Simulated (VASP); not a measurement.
# Si (a cell with a defect) in VASP: single point with PBE

Aim: the single point of Si (a cell with a defect) with PBE.

Everything below comes from runs of VASP 6.6.1. Logs are shortened: lines on timing, memory, paths and dates and some standing lists are left out, and cuts for length are marked.

## 1. The cell of the first run

The cell holds a defect, 63 atoms: a = 10.860 Å, b = 10.860 Å, c = 10.860 Å, α = 90.00°, β = 90.00°, γ = 90.00°.

## 2. Single point, PBE

Contents of INCAR:

```
PREC = Accurate
ENCUT = 520
EDIFF = 1E-7
ISMEAR = 0
SIGMA = 0.02
LREAL = Auto
LASPH = T
NELM = 100
ALGO = Normal
ISIF = 2
LWAVE = F
LCHARG = F
GGA = PE
NBANDS = 163
```

Contents of KPOINTS:

```
regular mesh
0
Gamma
  1 1 1
```

Contents of POSCAR:

```
Si
1.0
   10.8600000000      0.0000000000      0.0000000000
    0.0000000000     10.8600000000      0.0000000000
    0.0000000000      0.0000000000     10.8600000000
Si
63
Direct
    0.5194880149     -0.0043482810      0.0203759910
    0.7222431658      0.2542861158      0.0283252028
    0.8713531449      0.3777462054      0.1278124704
    0.7301342668     -0.0039169613      0.2309666734
    0.8621790030      0.1210318907      0.3630215590
   -0.0051284476      0.0033767365      0.0022446507
    0.1248036370      0.1257166429      0.1257086975
    0.2539336525      0.2483594708      0.0018260498
    0.3784259458      0.3776697242      0.1235803496
    0.4961493487      0.5071559871     -0.0029690435
    0.6249079048      0.6256234055      0.1257009121
    0.7527179280      0.7453485949     -0.0021393991
    0.8728211281      0.8727789772      0.1248463084
    0.2548670596      0.0034945406      0.2491341061
    0.3913057791      0.1312317487      0.3593980256
    0.5275872140      0.2542011758      0.2230352767
    0.6269251598      0.3777900158      0.3721483785
    0.7535942054      0.5071628170      0.2544261787
    0.8787910728      0.6302466438      0.3796882301
    0.5014492841      0.0033719616      0.4958051938
    0.6248872526      0.1257462919      0.6257045151
    0.7487181674      0.2484713844      0.4966148858
    0.8747997993      0.3714312122      0.6242579567
    0.7483658501      0.0034086034      0.7556134952
    0.8585011626      0.1312572717      0.8920540336
    0.0008788920      0.4970008327     -0.0004410007
    0.1248550162      0.6242291687      0.1257242138
    0.2468536393      0.7529217831     -0.0005364660
    0.3767742405      0.8726197045      0.1266786862
   -0.0041591957      0.2484758898      0.2496416281
    0.1234143497      0.3715888422      0.3756285710
    0.2488944764      0.4969577911      0.2518319665
    0.3719253249      0.6217916312      0.3785410491
    0.4971057819      0.7453022314      0.2535828347
    0.6240027549      0.8728246940      0.3736778030
   -0.0043653506      0.0016992394      0.4963405962
    0.1248493385      0.1253753493      0.6256346959
    0.2554487302      0.2481860331      0.4950447376
    0.3749412088      0.3714582887      0.6271509143
    0.4985928800      0.4969679260      0.5016523180
    0.6247678837      0.6241878327      0.6256054470
    0.7510666540      0.7529746596      0.5036788690
    0.8745787263      0.8796747736      0.6283889388
    0.2541965562      0.0018699288      0.7549878690
    0.3877183318      0.1209815022      0.8884557765
    0.5010662250      0.2484895527      0.7547648561
    0.6228058329      0.3778369234      0.8792292818
    0.7510419831      0.4970185377      0.7495668788
    0.8777176667      0.6217154279      0.8727945567
    0.0027811068      0.7529336238      0.2519553890
    0.1276300091      0.8796862074      0.3752473301
    0.0006518099      0.4988930457      0.5015747237
    0.1248606645      0.6255857679      0.6256993086
    0.2494406514      0.7517876661      0.5011483633
    0.3752200499      0.8797059842      0.6230556868
   -0.0057020722      0.2481602711      0.7563336938
    0.1263353715      0.3714954048      0.8758172879
    0.2490453706      0.4988828872      0.7498720396
    0.3709103899      0.6302198035      0.8717499014
    0.4986425587      0.7529039167      0.7477106762
    0.6257896106      0.8727070898      0.8775729376
    0.0003256227      0.7517415564      0.7503433583
    0.1222146102      0.8797728561      0.8760268841
```

Potentials or basis: VASP PAW PBE potentials, release 64 (Si).

Started as:

```
$ cat potpaw_PBE.64/Si/POTCAR > POTCAR
$ mpirun -np 1 vasp_gam > vasp.out
```

OUTCAR:

```text
PREC = Accurate
   ENCUT = 520
   EDIFF = 1E-7
   ISMEAR = 0
   LREAL = Auto
   LASPH = T
   NELM = 100
   ISIF = 2
   GGA = PE

 ion  position               nearest neighbor table
   1  0.519  0.996  0.020-  29 2.35  61 2.35  45 2.44
   2  0.722  0.254  0.028-   3 2.36  47 2.36  25 2.48  16 2.99
   3  0.871  0.378  0.128-  18 2.35  30 2.36   2 2.36  26 2.37
   4  0.730  0.996  0.231-  35 2.35  13 2.35   5 2.44
   5  0.862  0.121  0.363-  22 2.35  30 2.35  36 2.42   4 2.44
   6  0.995  0.003  0.002-  13 2.35  25 2.36   7 2.36  63 2.37
   7  0.125  0.126  0.126-  30 2.36   8 2.36  14 2.36   6 2.36
   8  0.254  0.248  0.002-  45 2.35   9 2.36   7 2.36  57 2.36
   9  0.378  0.378  0.124-  10 2.35   8 2.36  16 2.36  32 2.37
  10  0.496  0.507  0.997-  59 2.34   9 2.35  47 2.35  11 2.36
[... 51 lines left out ...]
  62  0.000  0.752  0.750-  49 2.35  53 2.35  63 2.36  43 2.36
  63  0.122  0.880  0.876-  28 2.35  44 2.35  62 2.36   6 2.37

  LATTYP: Found a simple cubic cell.
 ALAT       =    10.8600000000

  Lattice vectors:

 A1 = (  10.8600000000,   0.0000000000,   0.0000000000)
 A2 = (   0.0000000000,  10.8600000000,   0.0000000000)
 A3 = (   0.0000000000,   0.0000000000,  10.8600000000)

Analysis of symmetry for initial positions (statically):
=====================================================================
 Subroutine PRICEL returns:
 Original cell was already a primitive cell.

 Routine SETGRP: Setting up the symmetry group for a
 simple cubic supercell.

 Subroutine GETGRP returns: Found  1 space group operations
 (whereof  1 operations were pure point group operations)
 out of a pool of 48 trial point group operations.

The static configuration has the point symmetry C_1 .

Analysis of symmetry for dynamics (positions and initial velocities):
=====================================================================
 Subroutine PRICEL returns:
 Original cell was already a primitive cell.

 Routine SETGRP: Setting up the symmetry group for a
 simple cubic supercell.

 Subroutine GETGRP returns: Found  1 space group operations
 (whereof  1 operations were pure point group operations)
 out of a pool of 48 trial point group operations.

The dynamic configuration has the point symmetry C_1 .

 Subroutine INISYM returns: Found  1 space group operations
 (whereof  1 operations are pure point group operations),
 and found     1 'primitive' translations

----------------------------------------------------------------------------------------

                                     Primitive cell

  volume of cell :    1280.8241

  direct lattice vectors                    reciprocal lattice vectors
    10.860000000  0.000000000  0.000000000     0.092081031  0.000000000  0.000000000
     0.000000000 10.860000000  0.000000000     0.000000000  0.092081031  0.000000000
     0.000000000  0.000000000 10.860000000     0.000000000  0.000000000  0.092081031

  length of vectors
    10.860000000 10.860000000 10.860000000     0.092081031  0.092081031  0.092081031

  position of ions in fractional coordinates (direct lattice)
     0.519488015  0.995651719  0.020375991
     0.722243166  0.254286116  0.028325203
     0.871353145  0.377746205  0.127812470
     0.730134267  0.996083039  0.230966673
     0.862179003  0.121031891  0.363021559
     0.994871552  0.003376737  0.002244651
[... 55 lines left out ...]
     0.000325623  0.751741556  0.750343358
     0.122214610  0.879772856  0.876026884

  ion indices of the primitive-cell ions
   primitive index   ion index
                 1           1
                 2           2
                 3           3
                 4           4
                 5           5
                 6           6
[... 55 lines left out ...]
                62          62
                63          63

----------------------------------------------------------------------------------------

 KPOINTS: regular mesh

Automatic generation of k-mesh.
 Grid dimensions read from file:
 generate k-points for:    1    1    1

 Generating k-lattice:

  Cartesian coordinates                     Fractional coordinates (reciprocal lattice)
     0.092081031  0.000000000  0.000000000     1.000000000  0.000000000  0.000000000
     0.000000000  0.092081031  0.000000000     0.000000000  1.000000000  0.000000000
     0.000000000  0.000000000  0.092081031     0.000000000  0.000000000  1.000000000

  Length of vectors
     0.092081031  0.092081031  0.092081031

  Shift w.r.t. Gamma in fractional coordinates (k-lattice)
     0.000000000  0.000000000  0.000000000

 Subroutine IBZKPT returns following result:
 ===========================================

 Found      1 irreducible k-points:

 Following reciprocal coordinates:
            Coordinates               Weight
  0.000000  0.000000  0.000000      1.000000
   k-points           NKPTS =      1   k-points in BZ     NKDIM =      1   number of bands    NBANDS=    163
   number of dos      NEDOS =    301   number of ions     NIONS =     63
   total plane-waves  NPLWV = 592704
   dimension x,y,z NGX =    84 NGY =   84 NGZ =   84
   dimension x,y,z NGXF=   168 NGYF=  168 NGZF=  168
   ions per type =              63
   NGX,Y,Z   is equivalent  to a cutoff of  12.86, 12.86, 12.86 a.u.
   NGXF,Y,Z  is equivalent  to a cutoff of  25.72, 25.72, 25.72 a.u.
 SYSTEM =  unknown system
   PREC   = accura    normal or accurate (medium, high low for compatibility)
   ISTART =      0    job   : 0-new  1-cont  2-samecut
   ICHARG =      2    charge: 1-file 2-atom 10-const
   ISPIN  =      1    spin polarized calculation?
   LNONCOLLINEAR =      F non collinear calculations
   LSORBIT =      F    spin-orbit coupling
   LASPH  =      T    aspherical Exc in radial PAW
   ENCUT  =  520.0 eV  38.22 Ry    6.18 a.u.  20.19 20.19 20.19*2*pi/ulx,y,z
   NELM   =    100;   NELMIN=  2; NELMDL= -5     # of ELM steps
   EDIFF  = 0.1E-06   stopping-criterion for ELM
   LREAL  =      T    real-space projection
   EDIFFG = 0.1E-05   stopping-criterion for IOM
   NSW    =      0    number of steps for IOM
   IBRION =     -1    ionic relax: 0-MD 1-quasi-New 2-CG
   NFREE  =      0    steps in history (QN), initial steepest desc. (CG)
   ISIF   =      2    stress and relaxation
   ISYM   =      2    0-nonsym 1-usesym 2-fastsym
   POTIM  = 0.5000    time-step for ionic-motion
   TEBEG  =    0.0;   TEEND  =   0.0 temperature during run
   PSTRESS=    0.0 pullay stress
   NELECT =     252.0000    total number of electrons
   NUPDOWN=      -1.0000    fix difference up-down
   EMIN   =  10.00;   EMAX   =-10.00  energy-range for DOS
   EFERMI =   0.00;   METHOD = LEGACY
   ISMEAR =     0;   SIGMA  =   0.02  broadening in eV -4-tet -1-fermi 0-gaus
   EFERMI_NEDOS =   21; number of points for ismear=-14 and -15
   IALGO  =     38    algorithm
   IMIX   =      4    mixing-type and parameters
     AMIX     =   0.40;   BMIX     =  1.00
     AMIX_MAG =   1.60;   BMIX_MAG =  1.00
  volume/ion in A,a.u.               =      20.33       137.20
  Fermi-wavevector in a.u.,A,eV,Ry     =   0.952164  1.799329 12.335269  0.906617
  Thomas-Fermi vector in A             =   2.080702
   LORBIT       =      0    0 simple, 1 ext, 2 COOP (PROOUT), +10 PAW based schemes
   GGA     = PE    functional components
   LHFCALC =     F    Hartree Fock is set to
   AEXX    =    0.0000 exact exchange contribution
   IVDW    =     0    specifies the selected vdW correction
   LEPSILON=     F    determine dielectric tensor
   LRPA    =     F    only Hartree local field effects (RPA)
 non-spin polarized calculation
 Gauss-broadening in eV      SIGMA  =   0.02
  energy-cutoff  :      520.00
  volume of cell :     1280.82
 maximum number of plane-waves:     17229
 NGX is ok and might be reduce to    84
   NGX = 41   NGY = 41   NGZ = 41

 number of electron     252.0000002 magnetization

 Free energy of the ion-electron system (eV)
  ---------------------------------------------------
  ext. energy  EPLUGINS =         0.00000000
  ---------------------------------------------------
  free energy    TOTEN  =      -332.05294198 eV

  energy without entropy =     -332.05294198  energy(sigma->0) =     -332.05294198

 E-fermi :   6.1457     XC(G=0):  -9.3414

 val. band max:        6.0316522745   @ k =   0.0000   0.0000   0.0000
 cond. band min:       6.3360161233   @ k =   0.0000   0.0000   0.0000
 fundamental gap:      0.3043638488
 Fermi energy:         6.1457287649

 k-point     1 :       0.0000    0.0000    0.0000
  band No.  band energies     occupation
      1      -6.1675      2.00000
      2      -5.1225      2.00000
      3      -5.1148      2.00000
      4      -5.1012      2.00000
      5      -5.0904      2.00000
      6      -5.0901      2.00000
[... 130 lines left out ...]
    137       6.9381      0.00000
    138       6.9399      0.00000
 [bands above 138 left out]

------------------------ aborting loop because EDIFF is reached ----------------------------------------

  FORCE on cell =-STRESS in cart. coord.  units (eV):
  Direction    XX          YY          ZZ          XY          YZ          ZX
  --------------------------------------------------------------------------------------
  -------------------------------------------------------------------------------------
  Total        4.7913417     21.8668211      4.7849035      0.0356512      0.0193856      1.1974957
  in kB        5.9934689     27.3531130      5.9854153      0.0445959      0.0242494      1.4979422
  external PRESSURE =      13.1106657 kB  Pullay stress =       0.0000000 kB

 VOLUME and BASIS-vectors are now :
 -----------------------------------------------------------------------------
  energy-cutoff  :      520.00
  volume of cell :     1280.82
      direct lattice vectors                 reciprocal lattice vectors
    10.860000000  0.000000000  0.000000000     0.092081031  0.000000000  0.000000000
     0.000000000 10.860000000  0.000000000     0.000000000  0.092081031  0.000000000
     0.000000000  0.000000000 10.860000000     0.000000000  0.000000000  0.092081031

 POSITION                                       TOTAL-FORCE (eV/Angst)
 -----------------------------------------------------------------------------------
      5.64164     10.81278      0.22128        -0.006991     -0.000620     -0.011772
      7.84356      2.76155      0.30761         0.002965      0.006296     -0.001547
      9.46290      4.10232      1.38804         0.004666      0.003055      0.005586
      7.92926     10.81746      2.50830         0.009835     -0.012120      0.008859
      9.36326      1.31441      3.94241         0.000421      0.001250     -0.000350
     10.80431      0.03667      0.02438         0.002315      0.000736      0.005809
[... 55 lines left out ...]
      0.00354      8.16391      8.14873         0.001543     -0.003627     -0.005669
      1.32725      9.55433      9.51365        -0.004666     -0.000999     -0.001304
 -----------------------------------------------------------------------------------
    total drift:                               -0.009920     -0.006784      0.005390

  FREE ENERGIE OF THE ION-ELECTRON SYSTEM (eV)
  ---------------------------------------------------
  free  energy   TOTEN  =      -332.0529419770 eV

  energy  without entropy=     -332.0529419770  energy(sigma->0) =     -332.05294198
```

It took 5.2 min on 1 thread of Intel Xeon Platinum 8559C (Emerald Rapids), shared host; peak memory 1 GiB.

Results:

```yaml
Free_energy: -332.0529 eV
Pressure: 1.3 GPa
Largest_force: 0.018 eV/Å
```

Forces in eV/Å, atoms in the order of the input:
```
Si  -0.007 -0.001 -0.012
Si   0.003  0.006 -0.002
Si   0.005  0.003  0.006
Si   0.010 -0.012  0.009
Si   0.000  0.001  0.000
Si   0.002  0.001  0.006
Si   0.001 -0.001  0.000
Si  -0.001  0.001  0.001
Si  -0.007  0.004 -0.002
Si   0.001  0.004 -0.004
Si  -0.003  0.001  0.000
Si  -0.003 -0.003 -0.003
Si   0.005 -0.003 -0.005
Si  -0.002 -0.007  0.000
Si  -0.005 -0.011  0.001
Si  -0.003  0.008  0.002
Si   0.006  0.002  0.003
Si   0.001  0.003 -0.002
Si   0.003 -0.002  0.005
Si   0.000  0.001  0.002
Si   0.001 -0.002  0.000
Si   0.000 -0.002  0.003
Si   0.000  0.004 -0.007
Si  -0.002  0.000 -0.002
Si   0.003 -0.016 -0.002
Si   0.001 -0.002 -0.009
Si  -0.004 -0.004 -0.001
Si  -0.003  0.003 -0.002
Si  -0.001  0.001 -0.001
Si  -0.001 -0.004 -0.005
Si  -0.004  0.000  0.002
Si  -0.004  0.001  0.005
Si   0.004  0.002  0.005
Si  -0.004  0.002 -0.002
Si  -0.001 -0.004  0.005
Si   0.000 -0.003  0.004
Si   0.002 -0.007  0.000
Si   0.002  0.008  0.005
Si  -0.003  0.004  0.006
Si  -0.006 -0.002  0.003
Si   0.003 -0.001  0.001
Si   0.000  0.001  0.001
Si   0.003 -0.001  0.003
Si   0.000 -0.005 -0.002
Si  -0.006  0.004 -0.003
Si   0.000 -0.005  0.001
Si  -0.003  0.004 -0.006
Si   0.005  0.000  0.003
Si   0.003  0.009  0.004
Si   0.007  0.003 -0.002
Si   0.001  0.003  0.007
Si   0.005  0.006  0.000
Si   0.000  0.003  0.002
Si  -0.003 -0.005 -0.002
Si  -0.004 -0.002 -0.005
Si   0.001  0.009 -0.001
Si   0.007  0.002 -0.001
Si  -0.002  0.004 -0.005
Si  -0.001 -0.002  0.002
Si  -0.004  0.003 -0.002
Si   0.004 -0.003  0.000
Si   0.002 -0.004 -0.006
Si  -0.005 -0.001 -0.001
```

Stress tensor (GPa, compression positive):
```
0.60 0.00 0.15
0.00 2.74 0.00
0.15 0.00 0.60
```

Levels at points of the mesh, in eV from the Fermi level:
| k point | band 123 | band 124 | band 125 | band 126 | band 127 | band 128 | band 129 | band 130 |
| --- | --- | --- | --- | --- | --- | --- | --- | --- |
| (0.00, 0.00, 0.00) | -0.88 | -0.71 | -0.69 | -0.11 | 0.19 | 0.21 | 0.24 | 0.31 |

Caveat: the k points lie up to 0.58 Å⁻¹ apart.
